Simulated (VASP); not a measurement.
# TiO2 (I4_1/amd) in VASP: notebook, part 2 of 2

VASP 6.6.1.

### Step 4. Single point, LDA

This run uses another cell than the first one, of 11.13 Å³/atom.

Contents of INCAR:

```
ALGO     = Normal         # electronic algorithm
EDIFF    = 1E-7           # SCF threshold, eV
ENCUT    = 520            # plane-wave cutoff, eV
ISIF     = 2              # what is computed and relaxed
ISMEAR   = -1             # smearing method
LASPH    = T              # aspherical terms in the spheres
LCHARG   = F              # write CHGCAR
LREAL    = F              # projectors in reciprocal space
LWAVE    = F              # write WAVECAR
NBANDS   = 33             # bands
NELM     = 60             # most SCF steps
PREC     = Accurate       # precision mode
SIGMA    = 0.05           # smearing width, eV
```

Contents of KPOINTS:

```
k-points
0
Gamma
  10 10 10
```

Contents of POSCAR:

```
TiO2
1.0
   -1.8794009597      1.8794009597      4.7253708500
    1.8794009597     -1.8794009597      4.7253708500
    1.8794009597      1.8794009597     -4.7253708500
Ti O
2 4
Direct
    0.7500000000      0.2500000000      0.5000000000
    0.0000000000      0.0000000000      0.0000000000
    0.7919000000      0.7919000000      0.0000000000
    0.5419000000      0.0419000000      0.5000000000
    0.9581000000      0.4581000000      0.5000000000
    0.2081000000      0.2081000000      0.0000000000
```

Potentials or basis: VASP PAW LDA potentials, release 64 (Ti_sv, O).

On the command line:

```
$ cat potpaw_LDA.64/Ti_sv/POTCAR potpaw_LDA.64/O/POTCAR > POTCAR
$ mpirun -np 1 vasp_std > vasp.out
```

It took 11 min on 1 thread of AMD EPYC 7R13, shared host; peak memory 0.32 GiB.

It converged, with:

* Free energy: -58.8354 eV
* Pressure: -1.1 GPa
* Largest force: 0.034 eV/Å
* Band gap on the k mesh: 2.05 eV (least direct gap 2.39 eV)

Forces on the atoms (eV/Å):
```
Ti   0.000  0.000  0.000
Ti   0.000  0.000  0.000
O    0.000  0.000 -0.034
O    0.000  0.000 -0.034
O    0.000  0.000  0.034
O    0.000  0.000  0.034
```

Stress tensor (GPa, compression positive):
```
-1.48  0.00  0.00
 0.00 -1.48  0.00
 0.00  0.00 -0.26
```

Levels at points of the mesh, in eV from the valence-band top:
```tsv
k point	band 22	band 23	band 24	band 25	band 26	band 27
(0.00, 0.00, 0.00)	-0.75	-0.49	-0.49	2.05	2.85	4.04
(0.50, 0.00, 0.00)	-1.01	-0.81	-0.63	3.24	3.58	3.61
(0.50, 0.50, 0.00)	-2.14	-0.03	-0.03	3.37	3.37	3.89
(0.50, 0.50, 0.50)	-1.27	-0.11	-0.11	2.43	2.43	3.81
```

### Step 5. Single point, PBE exchange alone

Contents of INCAR:

```
PREC = Accurate
ENCUT = 520
EDIFF = 1E-6
ISMEAR = -1
SIGMA = 0.05
LREAL = False
LASPH = True
NELM = 100
ALGO = Normal
ISIF = 2
LWAVE = False
LCHARG = True
GGA = PE
ALDAC = 0.0
AGGAC = 0.0
LELF = True
LVHAR = True
NBANDS = 33
```

Contents of KPOINTS:

```
Automatic mesh
0
Gamma
  10 10 10
```

Changes to POSCAR since step 4:

```diff
@@ -2,5 +2,5 @@
 1.0
-   -1.8794009597      1.8794009597      4.7253708500
-    1.8794009597     -1.8794009597      4.7253708500
-    1.8794009597      1.8794009597     -4.7253708500
+   -1.8921000000      1.8921000000      4.7573000000
+    1.8921000000     -1.8921000000      4.7573000000
+    1.8921000000      1.8921000000     -4.7573000000
 Ti O
```

Potentials or basis: VASP PAW PBE potentials, release 64 (Ti_sv, O).

On the command line:

```
$ cat potpaw_PBE.64/Ti_sv/POTCAR potpaw_PBE.64/O/POTCAR > POTCAR
$ mpirun -np 1 vasp_std > vasp.out
```

Wall time 13 min (1 thread of AMD EPYC 7R13, shared host); peak memory 0.37 GiB.

Results (log left out):

```
Free energy            : -46.9072 eV
Pressure               : 23.3 GPa
Largest force          : 0.471 eV/Å
Band gap on the k mesh : 2.16 eV (least direct gap 2.49 eV)
```

Forces on the atoms (eV/Å):
```
Ti   0.000  0.000  0.000
Ti   0.000  0.000  0.000
O    0.000  0.000 -0.471
O    0.000  0.000 -0.471
O    0.000  0.000  0.471
O    0.000  0.000  0.471
```

Stress tensor (GPa, compression positive):
```
22.48  0.00  0.00
 0.00 22.48  0.00
 0.00  0.00 25.01
```

Levels at points of the mesh, in eV from the valence-band top:
```csv
k point,band 21,band 22,band 23,band 24,band 25,band 26,band 27,band 28
"(0.00, 0.00, 0.00)",-0.73,-0.73,-0.47,-0.47,2.16,2.88,4.00,4.00
"(0.50, 0.00, 0.00)",-1.94,-0.95,-0.81,-0.62,3.26,3.57,3.58,3.68
"(0.50, 0.50, 0.00)",-2.03,-2.03,-0.03,-0.03,3.37,3.37,3.84,3.84
"(0.50, 0.50, 0.50)",-1.24,-1.24,-0.11,-0.11,2.51,2.51,3.78,3.78
```

Caveat: the cell stands under pressure. A k mesh can miss the band edges.

### Step 6. Single point, LDA

Contents of INCAR:

```
SYSTEM = TiO2
  PREC = Accurate
  ENCUT = 520
  EDIFF = 1E-6
  ISMEAR = -1
  SIGMA = 0.05
  LREAL = .False.
  LASPH = .True.
  NELM = 80
  ALGO = Normal
  ISIF = 2
  LWAVE = .False.
  LCHARG = .False.
  GGA = CA
  NBANDS = 33
```

Contents of KPOINTS:

```
Automatic mesh
0
Gamma
  10 10 10
  0 0 0
```

POSCAR is that of step 5.

Potentials or basis: VASP PAW LDA potentials, release 64 (Ti_sv, O).

On the command line:

```
$ cat potpaw_LDA.64/Ti_sv/POTCAR potpaw_LDA.64/O/POTCAR > POTCAR
$ mpirun -np 1 vasp_std > vasp.out
```

OUTCAR:

```text
SYSTEM = TiO2
   PREC = Accurate
   ENCUT = 520
   EDIFF = 1E-6
   ISMEAR = -1
   LREAL = .False.
   LASPH = .True.
   NELM = 80
   ISIF = 2
   GGA = CA

 ion  position               nearest neighbor table
   1  0.750  0.250  0.500-   3 1.93   6 1.93   3 1.93   6 1.93   5 1.98   4 1.98
   2  0.000  0.000  0.000-   4 1.93   5 1.93   4 1.93   5 1.93   3 1.98   6 1.98
   3  0.792  0.792  0.000-   1 1.93   1 1.93   2 1.98
   4  0.542  0.042  0.500-   2 1.93   2 1.93   1 1.98
   5  0.958  0.458  0.500-   2 1.93   2 1.93   1 1.98
   6  0.208  0.208  0.000-   1 1.93   1 1.93   2 1.98

  LATTYP: Found a body centered tetragonal cell.
 ALAT       =     3.7842000000
 C/A-ratio  =     2.5142962846

  Lattice vectors:

 A1 = (  -1.8921000000,   1.8921000000,   4.7573000000)
 A2 = (   1.8921000000,  -1.8921000000,   4.7573000000)
 A3 = (   1.8921000000,   1.8921000000,  -4.7573000000)

Analysis of symmetry for initial positions (statically):
=====================================================================
 Subroutine PRICEL returns:
 Original cell was already a primitive cell.

 Routine SETGRP: Setting up the symmetry group for a
 body centered tetragonal supercell.

 Subroutine GETGRP returns: Found 16 space group operations
 (whereof  8 operations were pure point group operations)
 out of a pool of 16 trial point group operations.

The static configuration has the point symmetry D_2d.
 The point group associated with its full space group is D_4h.

Analysis of symmetry for dynamics (positions and initial velocities):
=====================================================================
 Subroutine PRICEL returns:
 Original cell was already a primitive cell.

 Routine SETGRP: Setting up the symmetry group for a
 body centered tetragonal supercell.

 Subroutine GETGRP returns: Found 16 space group operations
 (whereof  8 operations were pure point group operations)
[... 132 lines left out ...]
  volume/ion in A,a.u.               =      11.35        76.62
  Fermi-wavevector in a.u.,A,eV,Ry     =   1.456752  2.752862 28.873289  2.122127
  Thomas-Fermi vector in A             =   2.573634
   LORBIT       =      0    0 simple, 1 ext, 2 COOP (PROOUT), +10 PAW based schemes
   GGA     = CA    functional components
   LHFCALC =     F    Hartree Fock is set to
   AEXX    =    0.0000 exact exchange contribution
   IVDW    =     0    specifies the selected vdW correction
   LEPSILON=     F    determine dielectric tensor
   LRPA    =     F    only Hartree local field effects (RPA)
 non-spin polarized calculation
  energy-cutoff  :      520.00
  volume of cell :       68.13
 maximum number of plane-waves:      1850
 NGX is ok and might be reduce to    42
   NGX = 21   NGY = 21   NGZ = 21

 number of electron      47.9999989 magnetization

 Free energy of the ion-electron system (eV)
  ---------------------------------------------------
  ext. energy  EPLUGINS =         0.00000000
  ---------------------------------------------------
  free energy    TOTEN  =       -58.80890697 eV

  energy without entropy =      -58.80890697  energy(sigma->0) =      -58.80890697

 E-fermi :   4.1341     XC(G=0): -11.3436

 val. band max:        3.0842077733   @ k =  -0.4000   0.4000   0.0000
 cond. band min:       5.0878705763   @ k =   0.0000   0.0000   0.0000
 fundamental gap:      2.0036628030
 Fermi energy:         4.1341408893

 k-point     1 :       0.0000    0.0000    0.0000
  band No.  band energies     occupation
      1     -52.5711      2.00000
      2     -52.5059      2.00000
      3     -29.4536      2.00000
      4     -29.1999      2.00000
      5     -29.1999      2.00000
      6     -29.1243      2.00000
[... 853 lines left out ...]
     32       9.6217      0.00000
     33      10.4649      0.00000

 [... further k-points ...]

------------------------ aborting loop because EDIFF is reached ----------------------------------------

  FORCE on cell =-STRESS in cart. coord.  units (eV):
  Direction    XX          YY          ZZ          XY          YZ          ZX
  --------------------------------------------------------------------------------------
  -------------------------------------------------------------------------------------
  Total       -2.4948087     -2.4948087     -2.0981568      0.0000000      0.0000000      0.0000000
  in kB      -58.6731140    -58.6731140    -49.3446218      0.0000000      0.0000000      0.0000000
  external PRESSURE =     -55.5636166 kB  Pullay stress =       0.0000000 kB

 VOLUME and BASIS-vectors are now :
 -----------------------------------------------------------------------------
  energy-cutoff  :      520.00
  volume of cell :       68.13
      direct lattice vectors                 reciprocal lattice vectors
    -1.892100000  1.892100000  4.757300000     0.000000000  0.264256646  0.105101633
     1.892100000 -1.892100000  4.757300000     0.264256646  0.000000000  0.105101633
     1.892100000  1.892100000 -4.757300000     0.264256646  0.264256646  0.000000000

 POSITION                                       TOTAL-FORCE (eV/Angst)
 -----------------------------------------------------------------------------------
      0.00000      1.89210      2.37865        -0.000000     -0.000000     -0.000000
      0.00000      0.00000      0.00000        -0.000000     -0.000000     -0.000000
      0.00000      0.00000      7.53461         0.000000      0.000000      0.088200
      0.00000      1.89210      0.39866         0.000000      0.000000      0.088200
      0.00000      1.89210      4.35864        -0.000000     -0.000000     -0.088200
      0.00000      0.00000      1.97999         0.000000      0.000000     -0.088200
 -----------------------------------------------------------------------------------
    total drift:                                0.000000      0.000000      0.000000

  FREE ENERGIE OF THE ION-ELECTRON SYSTEM (eV)
  ---------------------------------------------------
  free  energy   TOTEN  =       -58.8089069672 eV

  energy  without entropy=      -58.8089069671  energy(sigma->0) =      -58.80890697
```

It took 13 min on 1 thread of AMD EPYC 7R13, shared host; peak memory 0.33 GiB.

Results:

| Item | Value |
| --- | --- |
| Free energy | -58.8089 eV |
| Pressure | -5.6 GPa |
| Largest force | 0.088 eV/Å |
| Band gap on the k mesh | 2.00 eV (least direct gap 2.34 eV) |

Forces in eV/Å, atoms in the order of the input:
```
Ti   0.000  0.000  0.000
Ti   0.000  0.000  0.000
O    0.000  0.000  0.088
O    0.000  0.000  0.088
O    0.000  0.000 -0.088
O    0.000  0.000 -0.088
```

Stress tensor (GPa, compression positive):
```
-5.87  0.00  0.00
 0.00 -5.87  0.00
 0.00  0.00 -4.93
```

Levels at points of the mesh, in eV from the valence-band top:
```csv
k point,band 21,band 22,band 23,band 24,band 25,band 26,band 27,band 28
"(0.00, 0.00, 0.00)",-0.77,-0.76,-0.47,-0.47,2.00,2.77,3.92,3.92
"(0.50, 0.00, 0.00)",-1.99,-0.97,-0.84,-0.63,3.16,3.48,3.51,3.61
"(0.50, 0.50, 0.00)",-2.11,-2.11,-0.03,-0.03,3.28,3.28,3.78,3.78
"(0.50, 0.50, 0.50)",-1.27,-1.27,-0.12,-0.12,2.37,2.37,3.71,3.71
```

Caveat: the cell stands under tension.

### Step 7. The runs side by side

```tsv
level	potentials or basis	U	cell	gap on the mesh (eV)	pressure (GPa)	largest force (eV/Å)
PBE+U	VASP PAW PBE potentials, release 64 (Ti_sv, O)	Ti d U = 1.0 eV	a = 5.458 Å, angles 139.4, 139.4, 58.7°, 6 atoms	2.24	7.7	0.15
PBE+U	VASP PAW PBE potentials, release 64 (Ti_sv, O)	Ti d U = 2.0 eV	a = 5.458 Å, angles 139.4, 139.4, 58.7°, 6 atoms	2.38	9.6	0.18
LDA	VASP PAW LDA potentials, release 64 (Ti_sv, O)	-	a = 5.422 Å, angles 139.4, 139.4, 58.7°, 6 atoms	2.05	-1.1	0.03
PBE exchange alone	VASP PAW PBE potentials, release 64 (Ti_sv, O)	-	a = 5.458 Å, angles 139.4, 139.4, 58.7°, 6 atoms	2.16	23.3	0.47
LDA	VASP PAW LDA potentials, release 64 (Ti_sv, O)	-	a = 5.458 Å, angles 139.4, 139.4, 58.7°, 6 atoms	2.00	-5.6	0.09
```

Alike in all rows: task single point; no spin polarisation; k mesh 10 × 10 × 10; cutoff (eV) 520; smearing fermi-dirac 0.05 eV.

Caveats: the cell stands under pressure (at least some runs); the cell stands under tension (at least some runs).

Total energies depend on the potentials used, so only differences within one code and one set of settings carry meaning.
